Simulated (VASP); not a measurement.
# MgH12Cl2O6 in VASP: further runs

MgH12Cl2O6 is run at these levels: PBE+D3(BJ); tasks: single point.

Everything below comes from runs of VASP 6.6.1. Logs are shortened: lines on timing, memory, paths and dates and some standing lists are left out, and cuts for length are marked.

**1. The cell of the first run**

The cell holds an amorphous packing of atoms, 21 atoms: a = 6.050 Å, b = 6.050 Å, c = 6.050 Å, α = 90.00°, β = 90.00°, γ = 90.00°.

**2. Single point, PBE+D3(BJ)**

The input, INCAR:

```
SYSTEM = MgH12Cl2O6
PREC     = Accurate       ! precision mode
ENCUT    = 520            ! plane-wave cutoff, eV
EDIFF    = 1E-6           ! SCF threshold, eV
ISMEAR   = -1             ! smearing method
SIGMA    = 0.05           ! smearing width, eV
LREAL    = .False.        ! projectors in reciprocal space
LASPH    = .True.         ! aspherical terms in the spheres
NELM     = 120            ! most SCF steps
ALGO     = Normal         ! electronic algorithm
ISIF     = 2              ! what is computed and relaxed
LWAVE    = .False.        ! write WAVECAR
LCHARG   = .False.        ! write CHGCAR
GGA      = PE             ! functional
IVDW     = 12             ! dispersion correction
NBANDS   = 48             ! bands
GGA_COMPAT= .False.
```

The input, KPOINTS:

```
regular mesh
0
Gamma
  1 1 1
  0 0 0
```

The input, POSCAR:

```
MgH12Cl2O6
1.0
    6.0495890000      0.0000000000      0.0000000000
    0.0000000000      6.0495890000      0.0000000000
    0.0000000000      0.0000000000      6.0495890000
O H Mg Cl
6 12 1 2
Direct
    0.8627693551      0.8276264718      0.8513305615
    0.6458951178      0.7314381192      0.2824820000
    0.1391499489      0.5575254782      0.6548874643
    0.4160943826     -0.0317707534      0.6141574246
    0.6198272312      0.4194830426     -0.0380687019
    0.2006086694      0.5350942023      0.1779459729
    0.8202375401      0.9040283563      0.7194042438
    0.9599991008      0.9404771134      0.9432872217
    0.6821124543      0.6357456680      0.1582752151
    0.6985929127      0.8784233111      0.2422974519
    0.0404655589      0.6575157420      0.7505964455
    0.0377050408      0.4386083088      0.6244391148
    0.3352624451      0.0137860605      0.7525139311
    0.5328295856      0.0818402705      0.5785351699
    0.5106958506      0.2926975700     -0.0121165256
    0.7074034286      0.3959442534     -0.1688875062
    0.2536535953      0.5227297259      0.0259521763
    0.1073461354      0.4099286745      0.2025757452
    0.3321547960      0.7142468687      0.4276488866
    0.8253453251      0.2325777834      0.5014390234
    0.2400328353      0.0735256560      1.0414922402
```

Potentials or basis: VASP PAW PBE potentials, release 64 (O, H, Mg, Cl).

Command:

```
$ cat potpaw_PBE.64/O/POTCAR potpaw_PBE.64/H/POTCAR potpaw_PBE.64/Mg/POTCAR potpaw_PBE.64/Cl/POTCAR > POTCAR
$ mpirun -np 1 vasp_gam > vasp.out
```

OUTCAR:

```text
SYSTEM = MgH12Cl2O6
   PREC = Accurate
   ENCUT = 520
   EDIFF = 1E-6
   ISMEAR = -1
   LREAL = .False.
   LASPH = .True.
   NELM = 120
   ISIF = 2
   GGA = PE
   IVDW = 12
 IVDW          = 12

 ion  position               nearest neighbor table
   1  0.863  0.828  0.851-   7 0.96   8 1.06
   2  0.646  0.731  0.282-   9 0.97  10 0.98  19 2.09
   3  0.139  0.558  0.655-  12 0.96  11 1.03  19 2.04
   4  0.416  0.968  0.614-  13 1.01  14 1.01  19 1.97
   5  0.620  0.419  0.962-  16 0.96  15 1.02
   6  0.201  0.535  0.178-  18 0.96  17 0.98  19 2.02
   7  0.820  0.904  0.719-   1 0.96
   8  0.960  0.940  0.943-   1 1.06
   9  0.682  0.636  0.158-   2 0.97
  10  0.699  0.878  0.242-   2 0.98
  11  0.040  0.658  0.751-   3 1.03
  12  0.038  0.439  0.624-   3 0.96
  13  0.335  0.014  0.753-   4 1.01
  14  0.533  0.082  0.579-   4 1.01
  15  0.511  0.293  0.988-   5 1.02
  16  0.707  0.396  0.831-   5 0.96
  17  0.254  0.523  0.026-   6 0.98
  18  0.107  0.410  0.203-   6 0.96
  19  0.332  0.714  0.428-   4 1.97   6 2.02   3 2.04   2 2.09
  20  0.825  0.233  0.501-
  21  0.240  0.074  0.041-

  LATTYP: Found a simple cubic cell.
 ALAT       =     6.0495890000

  Lattice vectors:

 A1 = (   6.0495890000,   0.0000000000,   0.0000000000)
 A2 = (   0.0000000000,   6.0495890000,   0.0000000000)
 A3 = (   0.0000000000,   0.0000000000,   6.0495890000)

Analysis of symmetry for initial positions (statically):
=====================================================================
 Subroutine PRICEL returns:
 Original cell was already a primitive cell.

 Routine SETGRP: Setting up the symmetry group for a
 simple cubic supercell.

 Subroutine GETGRP returns: Found  1 space group operations
 (whereof  1 operations were pure point group operations)
 out of a pool of 48 trial point group operations.

The static configuration has the point symmetry C_1 .

Analysis of symmetry for dynamics (positions and initial velocities):
=====================================================================
 Subroutine PRICEL returns:
 Original cell was already a primitive cell.

 Routine SETGRP: Setting up the symmetry group for a
 simple cubic supercell.

 Subroutine GETGRP returns: Found  1 space group operations
 (whereof  1 operations were pure point group operations)
 out of a pool of 48 trial point group operations.

The dynamic configuration has the point symmetry C_1 .

 Subroutine INISYM returns: Found  1 space group operations
 (whereof  1 operations are pure point group operations),
 and found     1 'primitive' translations

----------------------------------------------------------------------------------------

                                     Primitive cell

  volume of cell :     221.4000

  direct lattice vectors                    reciprocal lattice vectors
     6.049589000  0.000000000  0.000000000     0.165300486  0.000000000  0.000000000
     0.000000000  6.049589000  0.000000000     0.000000000  0.165300486  0.000000000
     0.000000000  0.000000000  6.049589000     0.000000000  0.000000000  0.165300486

  length of vectors
     6.049589000  6.049589000  6.049589000     0.165300486  0.165300486  0.165300486

  position of ions in fractional coordinates (direct lattice)
     0.862769355  0.827626472  0.851330561
     0.645895118  0.731438119  0.282482000
     0.139149949  0.557525478  0.654887464
     0.416094383  0.968229247  0.614157425
     0.619827231  0.419483043  0.961931298
     0.200608669  0.535094202  0.177945973
[... 13 lines left out ...]
     0.825345325  0.232577783  0.501439023
     0.240032835  0.073525656  0.041492240

  ion indices of the primitive-cell ions
   primitive index   ion index
                 1           1
                 2           2
                 3           3
                 4           4
                 5           5
                 6           6
[... 13 lines left out ...]
                20          20
                21          21

----------------------------------------------------------------------------------------

 KPOINTS: regular mesh

Automatic generation of k-mesh.
 Grid dimensions read from file:
 generate k-points for:    1    1    1

 Generating k-lattice:

  Cartesian coordinates                     Fractional coordinates (reciprocal lattice)
     0.165300486  0.000000000  0.000000000     1.000000000  0.000000000  0.000000000
     0.000000000  0.165300486  0.000000000     0.000000000  1.000000000  0.000000000
     0.000000000  0.000000000  0.165300486     0.000000000  0.000000000  1.000000000

  Length of vectors
     0.165300486  0.165300486  0.165300486

  Shift w.r.t. Gamma in fractional coordinates (k-lattice)
     0.000000000  0.000000000  0.000000000

 Subroutine IBZKPT returns following result:
 ===========================================

 Found      1 irreducible k-points:

 Following reciprocal coordinates:
            Coordinates               Weight
  0.000000  0.000000  0.000000      1.000000
   k-points           NKPTS =      1   k-points in BZ     NKDIM =      1   number of bands    NBANDS=     48
   number of dos      NEDOS =    301   number of ions     NIONS =     21
   total plane-waves  NPLWV = 110592
   dimension x,y,z NGX =    48 NGY =   48 NGZ =   48
   dimension x,y,z NGXF=    96 NGYF=   96 NGZF=   96
   ions per type =               6  12   1   2
   NGX,Y,Z   is equivalent  to a cutoff of  13.19, 13.19, 13.19 a.u.
   NGXF,Y,Z  is equivalent  to a cutoff of  26.38, 26.38, 26.38 a.u.
 SYSTEM =  MgH12Cl2O6
   PREC   = accura    normal or accurate (medium, high low for compatibility)
   ISTART =      0    job   : 0-new  1-cont  2-samecut
   ICHARG =      2    charge: 1-file 2-atom 10-const
   ISPIN  =      1    spin polarized calculation?
   LNONCOLLINEAR =      F non collinear calculations
   LSORBIT =      F    spin-orbit coupling
   LASPH  =      T    aspherical Exc in radial PAW
   ENCUT  =  520.0 eV  38.22 Ry    6.18 a.u.  11.25 11.25 11.25*2*pi/ulx,y,z
   NELM   =    120;   NELMIN=  2; NELMDL= -5     # of ELM steps
   EDIFF  = 0.1E-05   stopping-criterion for ELM
   LREAL  =      F    real-space projection
   EDIFFG = 0.1E-04   stopping-criterion for IOM
   NSW    =      0    number of steps for IOM
   IBRION =     -1    ionic relax: 0-MD 1-quasi-New 2-CG
   NFREE  =      0    steps in history (QN), initial steepest desc. (CG)
   ISIF   =      2    stress and relaxation
   ISYM   =      2    0-nonsym 1-usesym 2-fastsym
   POTIM  = 0.5000    time-step for ionic-motion
   TEBEG  =    0.0;   TEEND  =   0.0 temperature during run
   PSTRESS=    0.0 pullay stress
   NELECT =      64.0000    total number of electrons
   NUPDOWN=      -1.0000    fix difference up-down
   EMIN   =  10.00;   EMAX   =-10.00  energy-range for DOS
   EFERMI =   0.00;   METHOD = LEGACY
   ISMEAR =    -1;   SIGMA  =   0.05  broadening in eV -4-tet -1-fermi 0-gaus
   EFERMI_NEDOS =   21; number of points for ismear=-14 and -15
   IALGO  =     38    algorithm
   IMIX   =      4    mixing-type and parameters
     AMIX     =   0.40;   BMIX     =  1.00
     AMIX_MAG =   1.60;   BMIX_MAG =  1.00
  volume/ion in A,a.u.               =      10.54        71.15
  Fermi-wavevector in a.u.,A,eV,Ry     =   1.082453  2.045539 15.942000  1.171704
  Thomas-Fermi vector in A             =   2.218495
   LORBIT       =      0    0 simple, 1 ext, 2 COOP (PROOUT), +10 PAW based schemes
   GGA     = PE    functional components
   LHFCALC =     F    Hartree Fock is set to
   AEXX    =    0.0000 exact exchange contribution
   IVDW    =    12    specifies the selected vdW correction
   LEPSILON=     F    determine dielectric tensor
   LRPA    =     F    only Hartree local field effects (RPA)
 non-spin polarized calculation
  energy-cutoff  :      520.00
  volume of cell :      221.40
 maximum number of plane-waves:      3016
 NGX is ok and might be reduce to    48
   NGX = 23   NGY = 23   NGZ = 23

 number of electron      64.0000006 magnetization

 Free energy of the ion-electron system (eV)
  ---------------------------------------------------
  ext. energy  EPLUGINS =         0.00000000
  ---------------------------------------------------
  free energy    TOTEN  =       -98.08725564 eV

  energy without entropy =      -98.08725564  energy(sigma->0) =      -98.08725564

 E-fermi :  -0.5871     XC(G=0):  -7.7857

 val. band max:       -1.7921060488   @ k =   0.0000   0.0000   0.0000
 cond. band min:       2.7876337134   @ k =   0.0000   0.0000   0.0000
 fundamental gap:      4.5797397623
 Fermi energy:        -0.5870593755

 k-point     1 :       0.0000    0.0000    0.0000
  band No.  band energies     occupation
      1     -21.6414      2.00000
      2     -21.1821      2.00000
      3     -21.0057      2.00000
      4     -20.6816      2.00000
      5     -20.2018      2.00000
      6     -20.0131      2.00000
[... 36 lines left out ...]
     43       8.4600      0.00000
     44       8.5861      0.00000
 [bands above 44 left out]

------------------------ aborting loop because EDIFF is reached ----------------------------------------

 Edisp (eV)   -1.32699

 E8    (eV) :    -0.3536

  FORCE on cell =-STRESS in cart. coord.  units (eV):
  Direction    XX          YY          ZZ          XY          YZ          ZX
  --------------------------------------------------------------------------------------
  -------------------------------------------------------------------------------------
  Total      -1.59885     1.71980     1.31227    -1.12403     1.02118     0.33939
  in kB     -11.57021    12.44544     9.49637    -8.13412     7.38983     2.45603
  external pressure =        3.46 kB  Pullay stress =        0.00 kB

 VOLUME and BASIS-vectors are now :
 -----------------------------------------------------------------------------
  energy-cutoff  :      520.00
  volume of cell :      221.40
      direct lattice vectors                 reciprocal lattice vectors
     6.049589000  0.000000000  0.000000000     0.165300486  0.000000000  0.000000000
     0.000000000  6.049589000  0.000000000     0.000000000  0.165300486  0.000000000
     0.000000000  0.000000000  6.049589000     0.000000000  0.000000000  0.165300486

 POSITION                                       TOTAL-FORCE (eV/Angst)
 -----------------------------------------------------------------------------------
      5.21940      5.00680      5.15020         1.408964      0.295905      2.048194
      3.90740      4.42490      1.70890        -0.461908      0.636298      0.884854
      0.84180      3.37280      3.96180         0.890822      1.827084      0.794545
      2.51720      5.85739      3.71540         0.167118      0.152708     -0.434164
      3.74970      2.53770      5.81929        -1.371593     -0.517955      1.162791
      1.21360      3.23710      1.07650         0.430068      1.157871      0.308945
[... 13 lines left out ...]
      4.99300      1.40700      3.03350        -0.249269     -0.334693     -0.252439
      1.45210      0.44480      0.25101        -0.121431     -0.113992      0.316803
 -----------------------------------------------------------------------------------
    total drift:                               -0.001273     -0.000963      0.000448

  FREE ENERGIE OF THE ION-ELECTRON SYSTEM (eV)
  ---------------------------------------------------
  free  energy   TOTEN  =       -99.4142448910 eV

  energy  without entropy=      -99.4142448909  energy(sigma->0) =      -99.41424489
```

Wall time 16 s (1 thread of Intel Xeon 6975P-C (Granite Rapids), shared host); peak memory 0.31 GiB.

What came out:

```
Free energy                : -99.4142 eV
Pressure                   : 0.3 GPa
Largest force              : 2.504 eV/Å
Band gap on the k mesh     : 4.58 eV
Dispersion energy per atom : -0.063 eV
```

Forces on the atoms (eV/Å):
```
O    1.409  0.296  2.048
O   -0.462  0.636  0.885
O    0.891  1.827  0.795
O    0.167  0.153 -0.434
O   -1.372 -0.518  1.163
O    0.430  1.158  0.309
H   -0.293  0.888 -0.780
H   -0.861 -1.209 -1.372
H   -0.116 -0.740 -0.760
H   -0.052  0.013  0.091
H    0.174  0.250 -0.248
H   -0.667 -1.335 -0.704
H    0.293 -0.056 -0.071
H   -0.359 -0.433  0.094
H    1.251  0.906 -0.463
H    0.051 -0.533 -0.672
H    0.174  0.059  0.170
H   -0.594 -0.883  0.235
Mg   0.308 -0.028 -0.349
Cl  -0.249 -0.335 -0.252
Cl  -0.121 -0.114  0.317
```

Stress tensor (GPa, compression positive):
```
-1.16 -0.81  0.25
-0.81  1.24  0.74
 0.25  0.74  0.95
```

Levels at points of the mesh, in eV from the valence-band top:
```csv
k point,band 29,band 30,band 31,band 32,band 33,band 34,band 35,band 36
"(0.00, 0.00, 0.00)",-0.30,-0.17,-0.06,0.00,4.58,7.26,7.91,8.05
```

Caveat: the k points lie up to 1.04 Å⁻¹ apart.

[end of part 1 of 3]
